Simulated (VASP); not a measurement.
# NaI (Fm-3m) in VASP: further runs

The runs below take NaI through electric field gradients, single point, with PBE.

Program: VASP 6.6.1. These are calculated values, not measurements. Logs are shortened: lines on timing, memory, paths and dates and some standing lists are left out, and cuts for length are marked.

## (1) The cell of the first run

The structure is cubic, space group Fm-3m (No. 225). The conventional cell has a = 6.473 Å, b = 6.473 Å, c = 6.473 Å, α = 90.00°, β = 90.00°, γ = 90.00°. Within 4.3 Å of Na (site symmetry m-3m) lie 6 I at 3.24 Å. I (site symmetry m-3m) has 6 Na at 3.24 Å within 4.3 Å.

## (2) Electric field gradients, PBE

Input file INCAR:

```
SYSTEM = NaI
PREC = Accurate
ENCUT = 520
EDIFF = 1E-8
ISMEAR = -1
SIGMA = 0.02
LREAL = .False.
LASPH = .True.
NELM = 100
ALGO = Normal
ISIF = 2
LWAVE = .False.
LCHARG = .False.
GGA = PE
LEFG = .True.
NBANDS = 14
```

Input file KPOINTS:

```
Automatic mesh
0
Gamma
  8 8 8
  0 0 0
```

Input file POSCAR:

```
NaI
1.0
    0.0000000000      3.2364000000      3.2364000000
    3.2364000000      0.0000000000      3.2364000000
    3.2364000000      3.2364000000      0.0000000000
Na I
1 1
Direct
    0.0000000000      0.0000000000      0.0000000000
    0.5000000000      0.5000000000      0.5000000000
```

Potentials or basis: VASP PAW PBE potentials, release 64 (Na_pv, I).

Launch:

```bash
> cat potpaw_PBE.64/Na_pv/POTCAR potpaw_PBE.64/I/POTCAR > POTCAR
> mpirun -np 1 vasp_std > vasp.out
```

OUTCAR:

```text
SYSTEM = NaI
   PREC = Accurate
   ENCUT = 520
   EDIFF = 1E-8
   ISMEAR = -1
   LREAL = .False.
   LASPH = .True.
   NELM = 100
   ISIF = 2
   GGA = PE

 ion  position               nearest neighbor table
   1  0.000  0.000  0.000-
   2  0.500  0.500  0.500-

  LATTYP: Found a face centered cubic cell.
 ALAT       =     6.4728000000

  Lattice vectors:

 A1 = (   0.0000000000,   3.2364000000,   3.2364000000)
 A2 = (   3.2364000000,   0.0000000000,   3.2364000000)
 A3 = (   3.2364000000,   3.2364000000,   0.0000000000)

Analysis of symmetry for initial positions (statically):
=====================================================================
 Subroutine PRICEL returns:
 Original cell was already a primitive cell.

 Routine SETGRP: Setting up the symmetry group for a
 face centered cubic supercell.

 Subroutine GETGRP returns: Found 48 space group operations
 (whereof 48 operations were pure point group operations)
 out of a pool of 48 trial point group operations.

The static configuration has the point symmetry O_h .

Analysis of symmetry for dynamics (positions and initial velocities):
=====================================================================
 Subroutine PRICEL returns:
 Original cell was already a primitive cell.

 Routine SETGRP: Setting up the symmetry group for a
 face centered cubic supercell.

 Subroutine GETGRP returns: Found 48 space group operations
 (whereof 48 operations were pure point group operations)
 out of a pool of 48 trial point group operations.

The dynamic configuration has the point symmetry O_h .

 Subroutine INISYM returns: Found 48 space group operations
 (whereof 48 operations are pure point group operations),
 and found     1 'primitive' translations

----------------------------------------------------------------------------------------

                                     Primitive cell

  volume of cell :      67.7980

  direct lattice vectors                    reciprocal lattice vectors
     0.000000000  3.236400000  3.236400000    -0.154492646  0.154492646  0.154492646
     3.236400000  0.000000000  3.236400000     0.154492646 -0.154492646  0.154492646
     3.236400000  3.236400000  0.000000000     0.154492646  0.154492646 -0.154492646

  length of vectors
     4.576960773  4.576960773  4.576960773     0.267589113  0.267589113  0.267589113

  position of ions in fractional coordinates (direct lattice)
     0.000000000  0.000000000  0.000000000
     0.500000000  0.500000000  0.500000000

  ion indices of the primitive-cell ions
   primitive index   ion index
                 1           1
                 2           2

----------------------------------------------------------------------------------------

 KPOINTS: Automatic mesh

Automatic generation of k-mesh.
 Grid dimensions read from file:
 generate k-points for:    8    8    8

 Generating k-lattice:

  Cartesian coordinates                     Fractional coordinates (reciprocal lattice)
    -0.019311581  0.019311581  0.019311581     0.125000000  0.000000000  0.000000000
     0.019311581 -0.019311581  0.019311581     0.000000000  0.125000000  0.000000000
     0.019311581  0.019311581 -0.019311581     0.000000000  0.000000000  0.125000000

  Length of vectors
     0.033448639  0.033448639  0.033448639

  Shift w.r.t. Gamma in fractional coordinates (k-lattice)
     0.000000000  0.000000000  0.000000000

 Subroutine IBZKPT returns following result:
 ===========================================

 Found     29 irreducible k-points:

 Following reciprocal coordinates:
            Coordinates               Weight
  0.000000  0.000000  0.000000      1.000000
  0.125000  0.000000  0.000000      8.000000
  0.250000  0.000000  0.000000      8.000000
  0.375000  0.000000  0.000000      8.000000
  0.500000  0.000000  0.000000      4.000000
  0.125000  0.125000  0.000000      6.000000
[... 16 lines left out ...]
  0.500000  0.250000  0.125000     48.000000
 -0.375000  0.250000  0.125000     24.000000
 [... further k-points ...]
   k-points           NKPTS =     29   k-points in BZ     NKDIM =     29   number of bands    NBANDS=     14
   number of dos      NEDOS =    301   number of ions     NIONS =      2
   total plane-waves  NPLWV =  46656
   dimension x,y,z NGX =    36 NGY =   36 NGZ =   36
   dimension x,y,z NGXF=    72 NGYF=   72 NGZF=   72
   ions per type =               1   1
   NGX,Y,Z   is equivalent  to a cutoff of  13.08, 13.08, 13.08 a.u.
   NGXF,Y,Z  is equivalent  to a cutoff of  26.15, 26.15, 26.15 a.u.
 SYSTEM =  NaI
   PREC   = accura    normal or accurate (medium, high low for compatibility)
   ISTART =      0    job   : 0-new  1-cont  2-samecut
   ICHARG =      2    charge: 1-file 2-atom 10-const
   ISPIN  =      1    spin polarized calculation?
   LNONCOLLINEAR =      F non collinear calculations
   LSORBIT =      F    spin-orbit coupling
   LASPH  =      T    aspherical Exc in radial PAW
   ENCUT  =  520.0 eV  38.22 Ry    6.18 a.u.   8.51  8.51  8.51*2*pi/ulx,y,z
   NELM   =    100;   NELMIN=  2; NELMDL= -5     # of ELM steps
   EDIFF  = 0.1E-07   stopping-criterion for ELM
   LREAL  =      F    real-space projection
   EDIFFG = 0.1E-06   stopping-criterion for IOM
   NSW    =      0    number of steps for IOM
   IBRION =     -1    ionic relax: 0-MD 1-quasi-New 2-CG
   NFREE  =      0    steps in history (QN), initial steepest desc. (CG)
   ISIF   =      2    stress and relaxation
   ISYM   =      2    0-nonsym 1-usesym 2-fastsym
   POTIM  = 0.5000    time-step for ionic-motion
   TEBEG  =    0.0;   TEEND  =   0.0 temperature during run
   PSTRESS=    0.0 pullay stress
   NELECT =      14.0000    total number of electrons
   NUPDOWN=      -1.0000    fix difference up-down
   EMIN   =  10.00;   EMAX   =-10.00  energy-range for DOS
   EFERMI =   0.00;   METHOD = LEGACY
   ISMEAR =    -1;   SIGMA  =   0.02  broadening in eV -4-tet -1-fermi 0-gaus
   EFERMI_NEDOS =   21; number of points for ismear=-14 and -15
   IALGO  =     38    algorithm
   IMIX   =      4    mixing-type and parameters
     AMIX     =   0.40;   BMIX     =  1.00
     AMIX_MAG =   1.60;   BMIX_MAG =  1.00
  volume/ion in A,a.u.               =      33.90       228.76
  Fermi-wavevector in a.u.,A,eV,Ry     =   0.967636  1.828567 12.739397  0.936319
  Thomas-Fermi vector in A             =   2.097538
   LORBIT       =      0    0 simple, 1 ext, 2 COOP (PROOUT), +10 PAW based schemes
   GGA     = PE    functional components
   LHFCALC =     F    Hartree Fock is set to
   AEXX    =    0.0000 exact exchange contribution
   IVDW    =     0    specifies the selected vdW correction
   LEPSILON=     F    determine dielectric tensor
   LRPA    =     F    only Hartree local field effects (RPA)
 non-spin polarized calculation
  energy-cutoff  :      520.00
  volume of cell :       67.80
 maximum number of plane-waves:      1850
 NGX is ok and might be reduce to    36
   NGX = 17   NGY = 17   NGZ = 17

 number of electron      13.9999993 magnetization

 Free energy of the ion-electron system (eV)
  ---------------------------------------------------
  ext. energy  EPLUGINS =         0.00000000
  ---------------------------------------------------
  free energy    TOTEN  =        -5.38506498 eV

  energy without entropy =       -5.38506498  energy(sigma->0) =       -5.38506498

 E-fermi :   1.2676     XC(G=0):  -7.7046

 val. band max:        0.8066198541   @ k =   0.0000   0.0000   0.0000
 cond. band min:       4.4473729150   @ k =   0.0000   0.0000   0.0000
 fundamental gap:      3.6407530609
 Fermi energy:         1.2676204103

 k-point     1 :       0.0000    0.0000    0.0000
  band No.  band energies     occupation
      1     -21.6322      2.00000
      2     -21.6322      2.00000
      3     -21.6322      2.00000
      4     -10.2109      2.00000
      5       0.8066      2.00000
      6       0.8066      2.00000
      7       0.8066      2.00000
      8       4.4474      0.00000
      9       8.7362      0.00000
     10       8.7362      0.00000
     11       8.7362      0.00000
     12      10.5544      0.00000
     13      10.5544      0.00000
     14      11.2425      0.00000
[... 375 lines left out ...]
 k-point    24 :      -0.3750    0.2500    0.1250
  band No.  band energies     occupation
      1     -21.6366      2.00000
      2     -21.6338      2.00000
      3     -21.6330      2.00000
      4      -9.8549      2.00000
      5      -1.0993      2.00000
      6      -0.1041      2.00000
      7       0.3213      2.00000
      8       6.9431      0.00000
      9       7.1033      0.00000
     10       9.0721      0.00000
     11       9.0810      0.00000
     12      11.2964      0.00000
     13      12.2497      0.00000
     14      13.5082      0.00000

 [... further k-points ...]
[... 5 lines left out ...]
  --------------------------------------------------------------------------------------
  -------------------------------------------------------------------------------------
  Total        0.1823661      0.1823661      0.1823661      0.0000000      0.0000000     -0.0000000
  in kB        4.3096114      4.3096114      4.3096114      0.0000000      0.0000000     -0.0000000
  external PRESSURE =       4.3096114 kB  Pullay stress =       0.0000000 kB

 VOLUME and BASIS-vectors are now :
 -----------------------------------------------------------------------------
  energy-cutoff  :      520.00
  volume of cell :       67.80
      direct lattice vectors                 reciprocal lattice vectors
     0.000000000  3.236400000  3.236400000    -0.154492646  0.154492646  0.154492646
     3.236400000  0.000000000  3.236400000     0.154492646 -0.154492646  0.154492646
     3.236400000  3.236400000  0.000000000     0.154492646  0.154492646 -0.154492646

 POSITION                                       TOTAL-FORCE (eV/Angst)
 -----------------------------------------------------------------------------------
      0.00000      0.00000      0.00000        -0.000000      0.000000      0.000000
      3.23640      3.23640      3.23640         0.000000     -0.000000     -0.000000
 -----------------------------------------------------------------------------------
    total drift:                                0.000000      0.000000      0.000000

  FREE ENERGIE OF THE ION-ELECTRON SYSTEM (eV)
  ---------------------------------------------------
  free  energy   TOTEN  =        -5.3850649757 eV

  energy  without entropy=       -5.3850649757  energy(sigma->0) =       -5.38506498

 Electric field gradients (V/A^2)
---------------------------------------------------------------------
 ion       V_xx      V_yy      V_zz      V_xy      V_xz      V_yz
---------------------------------------------------------------------
   1       0.000     0.000     0.000     0.003     0.003     0.003
   2      -0.000     0.000     0.000    -0.000    -0.000    -0.000
---------------------------------------------------------------------

 Electric field gradients after diagonalization (V/A^2)
 (convention: |V_zz| > |V_xx| > |V_yy|)
----------------------------------------------------------------------
 ion       V_xx      V_yy      V_zz     asymmetry (V_yy - V_xx)/ V_zz
----------------------------------------------------------------------
   1      -0.003    -0.003     0.007       0.000
   2       0.000     0.000    -0.001       0.000
----------------------------------------------------------------------

           NMR quadrupolar parameters

 Cq : quadrupolar parameter    Cq=e*Q*V_zz/h
 eta: asymmetry parameters     (V_yy - V_xx)/ V_zz
 Q  : nuclear electric quadrupole moment in mb (millibarn)
----------------------------------------------------------------------
 ion       Cq(MHz)       eta       Q (mb)
----------------------------------------------------------------------
   1       0.000       0.000       1.000
   2      -0.000       0.000       1.000
----------------------------------------------------------------------
```

Run time: 49 s. Hardware: 1 thread of Intel Xeon 8259CL, shared host; peak memory 0.21 GiB.

Results:

* Free energy: -5.3851 eV
* Pressure: 0.4 GPa
* Band gap on the k mesh: 3.64 eV
* Largest electric field gradient by atom: under 0.05 V/Å² on every atom

Levels at points of the mesh, in eV from the valence-band top:
```tsv
k point	band 3	band 4	band 5	band 6	band 7	band 8	band 9	band 10	band 11	band 12
(0.00, 0.00, 0.00)	-22.44	-11.02	0.00	0.00	0.00	3.64	7.93	7.93	7.93	9.75
(0.50, 0.00, 0.00)	-22.44	-10.70	-2.18	-0.28	-0.28	5.09	7.44	7.44	8.73	10.31
(0.50, 0.50, 0.00)	-22.44	-10.63	-1.90	-0.74	-0.74	4.49	5.56	9.87	11.30	11.30
```

Caveat: spin-orbit coupling is left out, which moves the levels of the heavy elements.

## (3) Electric field gradients, PBE (34.58 Å³/atom)

This run uses another cell than the first one, of 34.58 Å³/atom.

Input file INCAR:

```
PREC = Accurate
ENCUT = 520
EDIFF = 1E-8
ISMEAR = -1
SIGMA = 0.02
LREAL = F
LASPH = T
NELM = 80
ALGO = Normal
ISIF = 2
LWAVE = F
LCHARG = F
GGA = PE
LEFG = T
NBANDS = 14
```

Input file KPOINTS:

```
Automatic mesh
0
Gamma
  8 8 8
```

Input file POSCAR:

```
NaI
1.0
    0.0000000000      3.2578337372      3.2578337372
    3.2578337372      0.0000000000      3.2578337372
    3.2578337372      3.2578337372      0.0000000000
Na I
1 1
Direct
    0.0000000000      0.0000000000      0.0000000000
    0.5000000000      0.5000000000      0.5000000000
```

Potentials or basis: VASP PAW PBE potentials, release 64 (Na_pv, I).

Launch:

```bash
> cat potpaw_PBE.64/Na_pv/POTCAR potpaw_PBE.64/I/POTCAR > POTCAR
> mpirun -np 1 vasp_std > vasp.out
```

OUTCAR:

```text
PREC = Accurate
   ENCUT = 520
   EDIFF = 1E-8
   ISMEAR = -1
   LREAL = F
   LASPH = T
   NELM = 80
   ISIF = 2
   GGA = PE

 ion  position               nearest neighbor table
   1  0.000  0.000  0.000-
   2  0.500  0.500  0.500-

  LATTYP: Found a face centered cubic cell.
 ALAT       =     6.5156674744

  Lattice vectors:

 A1 = (   0.0000000000,   3.2578337372,   3.2578337372)
 A2 = (   3.2578337372,   0.0000000000,   3.2578337372)
 A3 = (   3.2578337372,   3.2578337372,   0.0000000000)

Analysis of symmetry for initial positions (statically):
=====================================================================
 Subroutine PRICEL returns:
 Original cell was already a primitive cell.

 Routine SETGRP: Setting up the symmetry group for a
 face centered cubic supercell.

 Subroutine GETGRP returns: Found 48 space group operations
 (whereof 48 operations were pure point group operations)
 out of a pool of 48 trial point group operations.

The static configuration has the point symmetry O_h .

Analysis of symmetry for dynamics (positions and initial velocities):
=====================================================================
 Subroutine PRICEL returns:
 Original cell was already a primitive cell.

 Routine SETGRP: Setting up the symmetry group for a
 face centered cubic supercell.

 Subroutine GETGRP returns: Found 48 space group operations
 (whereof 48 operations were pure point group operations)
 out of a pool of 48 trial point group operations.

The dynamic configuration has the point symmetry O_h .

[... 162 lines left out ...]
      8       4.2599      0.00000
      9       8.5995      0.00000
     10       8.5995      0.00000
     11       8.5995      0.00000
     12      10.3855      0.00000
     13      10.3855      0.00000
     14      11.0918      0.00000
[... 377 lines left out ...]
      1     -21.7963      2.00000
      2     -21.7938      2.00000
      3     -21.7931      2.00000
      4      -9.9618      2.00000
      5      -1.1726      2.00000
      6      -0.2059      2.00000
      7       0.2046      2.00000
      8       6.7839      0.00000
      9       6.9337      0.00000
     10       8.8754      0.00000
     11       8.8949      0.00000
     12      11.1049      0.00000
     13      12.0188      0.00000
     14      13.3028      0.00000

 [... further k-points ...]
[... 5 lines left out ...]
  --------------------------------------------------------------------------------------
  -------------------------------------------------------------------------------------
  Total        0.0462690      0.0462690      0.0462690      0.0000000      0.0000000     -0.0000000
  in kB        1.0719728      1.0719728      1.0719728      0.0000000      0.0000000     -0.0000000
  external PRESSURE =       1.0719728 kB  Pullay stress =       0.0000000 kB

 VOLUME and BASIS-vectors are now :
 -----------------------------------------------------------------------------
  energy-cutoff  :      520.00
  volume of cell :       69.15
      direct lattice vectors                 reciprocal lattice vectors
     0.000000000  3.257833737  3.257833737    -0.153476218  0.153476218  0.153476218
     3.257833737  0.000000000  3.257833737     0.153476218 -0.153476218  0.153476218
     3.257833737  3.257833737  0.000000000     0.153476218  0.153476218 -0.153476218

 POSITION                                       TOTAL-FORCE (eV/Angst)
 -----------------------------------------------------------------------------------
      0.00000      0.00000      0.00000         0.000000     -0.000000      0.000000
      3.25783      3.25783      3.25783        -0.000000      0.000000     -0.000000
 -----------------------------------------------------------------------------------
    total drift:                                0.000000      0.000000      0.000000

  FREE ENERGIE OF THE ION-ELECTRON SYSTEM (eV)
  ---------------------------------------------------
  free  energy   TOTEN  =        -5.3873835834 eV

  energy  without entropy=       -5.3873835834  energy(sigma->0) =       -5.38738358

 Electric field gradients (V/A^2)
---------------------------------------------------------------------
 ion       V_xx      V_yy      V_zz      V_xy      V_xz      V_yz
---------------------------------------------------------------------
   1      -0.000     0.000    -0.000     0.003     0.003     0.003
   2       0.000     0.000    -0.000    -0.000    -0.000    -0.000
---------------------------------------------------------------------

 Electric field gradients after diagonalization (V/A^2)
 (convention: |V_zz| > |V_xx| > |V_yy|)
----------------------------------------------------------------------
 ion       V_xx      V_yy      V_zz     asymmetry (V_yy - V_xx)/ V_zz
----------------------------------------------------------------------
   1      -0.003    -0.003     0.006       0.000
   2       0.000     0.000    -0.001       0.000
----------------------------------------------------------------------

           NMR quadrupolar parameters

 Cq : quadrupolar parameter    Cq=e*Q*V_zz/h
 eta: asymmetry parameters     (V_yy - V_xx)/ V_zz
 Q  : nuclear electric quadrupole moment in mb (millibarn)
----------------------------------------------------------------------
 ion       Cq(MHz)       eta       Q (mb)
----------------------------------------------------------------------
   1       0.000       0.000       1.000
   2      -0.000       0.000       1.000
----------------------------------------------------------------------
```

OSZICAR:

```text
N       E                     dE             d eps       ncg     rms          rms(c)
DAV:   1     0.836198018513E+02    0.83620E+02   -0.64912E+03   812   0.884E+02
DAV:   2     0.124535734036E+01   -0.82374E+02   -0.76714E+02   860   0.224E+02
DAV:   3    -0.529262367559E+01   -0.65380E+01   -0.64932E+01  1016   0.611E+01
DAV:   4    -0.545379626756E+01   -0.16117E+00   -0.16113E+00  1016   0.982E+00
DAV:   5    -0.545793327559E+01   -0.41370E-02   -0.41370E-02  1092   0.153E+00    0.161E+00
DAV:   6    -0.539429855453E+01    0.63635E-01   -0.73846E-02  1004   0.155E+00    0.109E+00
DAV:   7    -0.538523946895E+01    0.90591E-02   -0.66761E-02  1010   0.131E+00    0.611E-01
DAV:   8    -0.538740820168E+01   -0.21687E-02   -0.56287E-03   938   0.586E-01    0.181E-01
DAV:   9    -0.538736760295E+01    0.40599E-04   -0.21354E-04  1016   0.125E-01    0.426E-02
DAV:  10    -0.538738223390E+01   -0.14631E-04   -0.38787E-05   974   0.615E-02    0.104E-02
DAV:  11    -0.538738317569E+01   -0.94179E-06   -0.42047E-06  1046   0.192E-02    0.184E-03
DAV:  12    -0.538738353675E+01   -0.36106E-06   -0.55357E-07   938   0.518E-03    0.975E-04
DAV:  13    -0.538738357874E+01   -0.41987E-07   -0.12692E-08  1088   0.889E-04    0.303E-04
DAV:  14    -0.538738358342E+01   -0.46875E-08   -0.87464E-09   956   0.588E-04
   1 F= -.53873836E+01 E0= -.53873836E+01  d E =-.180799E-12
```

Run time: 48 s. Hardware: 1 thread of Intel Xeon 8259CL, shared host; peak memory 0.21 GiB.

Results:

- Free energy: -5.3874 eV
- Pressure: 0.1 GPa
- Band gap on the k mesh: 3.59 eV
- Largest electric field gradient by atom: under 0.05 V/Å² on every atom

Caveat: spin-orbit coupling is left out, which moves the levels of the heavy elements.

[end of part 1 of 2]
